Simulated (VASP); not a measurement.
# Ti (R-3m) in VASP: a series of runs, part 2 of 2

VASP 6.6.1. Earlier steps stand in the parts before.

## 3. Electric field gradients, PBEsol (shortest bond scaled by 0.7)

INCAR

```
PREC     = Accurate       # precision mode
ENCUT    = 400            # plane-wave cutoff, eV
EDIFF    = 1E-8           # SCF threshold, eV
ISMEAR   = -1             # smearing method
SIGMA    = 0.05           # smearing width, eV
LREAL    = False          # projectors in reciprocal space
LASPH    = True           # aspherical terms in the spheres
NELM     = 120            # most SCF steps
ALGO     = Normal         # electronic algorithm
ISIF     = 2              # what is computed and relaxed
LWAVE    = False          # write WAVECAR
LCHARG   = False          # write CHGCAR
GGA      = PS             # functional
LEFG     = True         
NBANDS   = 19             # bands
GGA_COMPAT= False
```

KPOINTS

```
regular mesh
0
Gamma
  9 9 9
```

POSCAR

```
Ti
1.0
    0.0000000000      2.7912246522      2.7912246522
    2.7912246522      0.0000000000      2.7912246522
    2.7912246522      2.7912246522      0.0000000000
Ti
2
Direct
   -0.2375000000     -0.0875000000     -0.0875000000
    0.2375000000      0.0875000000      0.0875000000
```

Potentials or basis: VASP PAW PBE potentials, release 64 (Ti_sv).

Run with:

```
> cat potpaw_PBE.64/Ti_sv/POTCAR > POTCAR
> mpirun -np 1 vasp_std > vasp.out
```

OUTCAR:

```text
PREC = Accurate
   ENCUT = 400
   EDIFF = 1E-8
   ISMEAR = -1
   LREAL = False
   LASPH = True
   NELM = 120
   ISIF = 2
   GGA = PS

 ion  position               nearest neighbor table
   1  0.763  0.913  0.913-   2 1.69   2 2.75   2 2.75   2 2.75
   2  0.237  0.087  0.087-   1 1.69   1 2.75   1 2.75   1 2.75

  LATTYP: Found a face centered cubic cell.
 ALAT       =     5.5824493044

  Lattice vectors:

 A1 = (   0.0000000000,   2.7912246522,   2.7912246522)
 A2 = (   2.7912246522,   0.0000000000,   2.7912246522)
 A3 = (   2.7912246522,   2.7912246522,   0.0000000000)

Analysis of symmetry for initial positions (statically):
=====================================================================
 Subroutine PRICEL returns:
 Original cell was already a primitive cell.

 Routine SETGRP: Setting up the symmetry group for a
 face centered cubic supercell.

 Subroutine GETGRP returns: Found 12 space group operations
 (whereof  4 operations were pure point group operations)
 out of a pool of 48 trial point group operations.

The static configuration has the point symmetry C_2h.
 The point group associated with its full space group is D_3d.

Analysis of symmetry for dynamics (positions and initial velocities):
=====================================================================
 Subroutine PRICEL returns:
 Original cell was already a primitive cell.

 Routine SETGRP: Setting up the symmetry group for a
 face centered cubic supercell.

 Subroutine GETGRP returns: Found 12 space group operations
 (whereof  4 operations were pure point group operations)
 out of a pool of 48 trial point group operations.

The dynamic configuration has the point symmetry C_2h.
 The point group associated with its full space group is D_3d.

 Subroutine INISYM returns: Found 12 space group operations
 (whereof  4 operations are pure point group operations),
 and found     1 'primitive' translations

----------------------------------------------------------------------------------------

                                     Primitive cell

  volume of cell :      43.4925

  direct lattice vectors                    reciprocal lattice vectors
     0.000000000  2.791224652  2.791224652    -0.179132840  0.179132840  0.179132840
     2.791224652  0.000000000  2.791224652     0.179132840 -0.179132840  0.179132840
     2.791224652  2.791224652  0.000000000     0.179132840  0.179132840 -0.179132840

  length of vectors
     3.947387759  3.947387759  3.947387759     0.310267181  0.310267181  0.310267181

  position of ions in fractional coordinates (direct lattice)
     0.762500000  0.912500000  0.912500000
     0.237500000  0.087500000  0.087500000

  ion indices of the primitive-cell ions
   primitive index   ion index
                 1           1
                 2           2

----------------------------------------------------------------------------------------

 KPOINTS: regular mesh

Automatic generation of k-mesh.
 Grid dimensions read from file:
 generate k-points for:    9    9    9

[... 70 lines left out ...]
   ISYM   =      2    0-nonsym 1-usesym 2-fastsym
   POTIM  = 0.5000    time-step for ionic-motion
   TEBEG  =    0.0;   TEEND  =   0.0 temperature during run
   PSTRESS=    0.0 pullay stress
   NELECT =      24.0000    total number of electrons
   NUPDOWN=      -1.0000    fix difference up-down
   EMIN   =  10.00;   EMAX   =-10.00  energy-range for DOS
   EFERMI =   0.00;   METHOD = LEGACY
   ISMEAR =    -1;   SIGMA  =   0.05  broadening in eV -4-tet -1-fermi 0-gaus
   EFERMI_NEDOS =   21; number of points for ismear=-14 and -15
   IALGO  =     38    algorithm
   IMIX   =      4    mixing-type and parameters
     AMIX     =   0.40;   BMIX     =  1.00
     AMIX_MAG =   1.60;   BMIX_MAG =  1.00
  volume/ion in A,a.u.               =      21.75       146.75
  Fermi-wavevector in a.u.,A,eV,Ry     =   1.342787  2.537499 24.532350  1.803077
  Thomas-Fermi vector in A             =   2.470913
   LORBIT       =      0    0 simple, 1 ext, 2 COOP (PROOUT), +10 PAW based schemes
   GGA     = PS    functional components
   LHFCALC =     F    Hartree Fock is set to
   AEXX    =    0.0000 exact exchange contribution
   IVDW    =     0    specifies the selected vdW correction
   LEPSILON=     F    determine dielectric tensor
   LRPA    =     F    only Hartree local field effects (RPA)
 non-spin polarized calculation
  energy-cutoff  :      400.00
  volume of cell :       43.49
 maximum number of plane-waves:       809
 NGX is ok and might be reduce to    28
   NGX = 13   NGY = 13   NGZ = 13

 number of electron      24.0000002 magnetization

 Free energy of the ion-electron system (eV)
  ---------------------------------------------------
  ext. energy  EPLUGINS =         0.00000000
  ---------------------------------------------------
  free energy    TOTEN  =       -11.21276506 eV

  energy without entropy =      -11.19617090  energy(sigma->0) =      -11.20446798

 E-fermi :   5.3374     XC(G=0): -10.1284

 val. band max:        5.3357988030   @ k =   0.0000  -0.3333   0.3333
 cond. band min:       5.3398940762   @ k =   0.1111   0.0000   0.2222
 fundamental gap:      0.0040952732
 Fermi energy:         5.3373523101

 k-point     1 :       0.0000    0.0000    0.0000
  band No.  band energies     occupation
      1     -51.9203      2.00000
      2     -48.9448      2.00000
      3     -30.0933      2.00000
      4     -27.3539      2.00000
      5     -27.3539      2.00000
      6     -26.0762      2.00000
[... 505 lines left out ...]
      6     -26.0886      2.00000
[... 11 lines left out ...]
     18       9.3692      0.00000
     19      10.3455      0.00000

 [... further k-points ...]

------------------------ aborting loop because EDIFF is reached ----------------------------------------

  FORCE on cell =-STRESS in cart. coord.  units (eV):
  Direction    XX          YY          ZZ          XY          YZ          ZX
  --------------------------------------------------------------------------------------
  -------------------------------------------------------------------------------------
  Total        5.9045586      5.9045586      5.9045586     -8.8451358      8.8451358     -8.8451358
  in kB      217.5122129    217.5122129    217.5122129   -325.8372366    325.8372366   -325.8372366
  external PRESSURE =     217.5122129 kB  Pullay stress =       0.0000000 kB

 VOLUME and BASIS-vectors are now :
 -----------------------------------------------------------------------------
  energy-cutoff  :      400.00
  volume of cell :       43.49
      direct lattice vectors                 reciprocal lattice vectors
     0.000000000  2.791224652  2.791224652    -0.179132840  0.179132840  0.179132840
     2.791224652  0.000000000  2.791224652     0.179132840 -0.179132840  0.179132840
     2.791224652  2.791224652  0.000000000     0.179132840  0.179132840 -0.179132840

 POSITION                                       TOTAL-FORCE (eV/Angst)
 -----------------------------------------------------------------------------------
      5.09398      4.67530      4.67530        -6.969700      6.969700      6.969700
      0.48846      0.90715      0.90715         6.969700     -6.969700     -6.969700
 -----------------------------------------------------------------------------------
    total drift:                               -0.000000     -0.000000     -0.000000

  FREE ENERGIE OF THE ION-ELECTRON SYSTEM (eV)
  ---------------------------------------------------
  free  energy   TOTEN  =       -11.2127650612 eV

  energy  without entropy=      -11.1961709008  energy(sigma->0) =      -11.20446798

 Electric field gradients (V/A^2)
---------------------------------------------------------------------
 ion       V_xx      V_yy      V_zz      V_xy      V_xz      V_yz
---------------------------------------------------------------------
   1      -0.000     0.000     0.000    25.655    25.655   -25.652
   2      -0.000     0.000     0.000    25.655    25.655   -25.652
---------------------------------------------------------------------

 Electric field gradients after diagonalization (V/A^2)
 (convention: |V_zz| > |V_xx| > |V_yy|)
----------------------------------------------------------------------
 ion       V_xx      V_yy      V_zz     asymmetry (V_yy - V_xx)/ V_zz
----------------------------------------------------------------------
   1      25.656    25.652   -51.308       0.000
   2      25.656    25.652   -51.308       0.000
----------------------------------------------------------------------

           NMR quadrupolar parameters

 Cq : quadrupolar parameter    Cq=e*Q*V_zz/h
 eta: asymmetry parameters     (V_yy - V_xx)/ V_zz
 Q  : nuclear electric quadrupole moment in mb (millibarn)
----------------------------------------------------------------------
 ion       Cq(MHz)       eta       Q (mb)
----------------------------------------------------------------------
   1      -0.124       0.000       1.000
   2      -0.124       0.000       1.000
----------------------------------------------------------------------
```

Run time: 2 min. Hardware: 1 thread of Intel Xeon 8259CL, shared host; peak memory 0.18 GiB.

What came out:

```yaml
Free_energy: -11.2128 eV
Pressure: 21.8 GPa
Largest_force: 12.072 eV/Å
Band_gap_on_the_k_mesh: zero (bands 12 and 13 overlap by 0.99 eV)
Largest_electric_field_gradient_by_atom: Ti -51.3 V/Å²
```

Forces on the atoms (eV/Å):
```
Ti  -6.970  6.970  6.970
Ti   6.970 -6.970 -6.970
```

Stress tensor (GPa, compression positive):
```
 21.75 -32.58 -32.58
-32.58  21.75  32.58
-32.58  32.58  21.75
```

Levels at points of the mesh, in eV from the Fermi level:
| k point | band 9 | band 10 | band 11 | band 12 | band 13 | band 14 | band 15 | band 16 |
| --- | --- | --- | --- | --- | --- | --- | --- | --- |
| (0.00, 0.00, 0.00) | -4.50 | -0.67 | -0.67 | 0.15 | 0.15 | 1.36 | 2.76 | 2.76 |

Electric field gradients, principal values (V/Å²):
| atom | least | middle | greatest (by size) |
| --- | --- | --- | --- |
| 1 Ti | 25.652 | 25.656 | -51.308 |
| 2 Ti | 25.652 | 25.656 | -51.308 |

Caveat: the cell differs from its parent crystal (shortest bond scaled by 0.7); atoms lie so close that the PAW spheres overlap strongly, which falsifies energies and pressures; the cell stands under pressure; without QUAD_EFG the Cq values of the log hold for a quadrupole moment of 1 mb, not for the nuclei; the PAW data sets were made with another functional, which shifts forces and pressure a little.
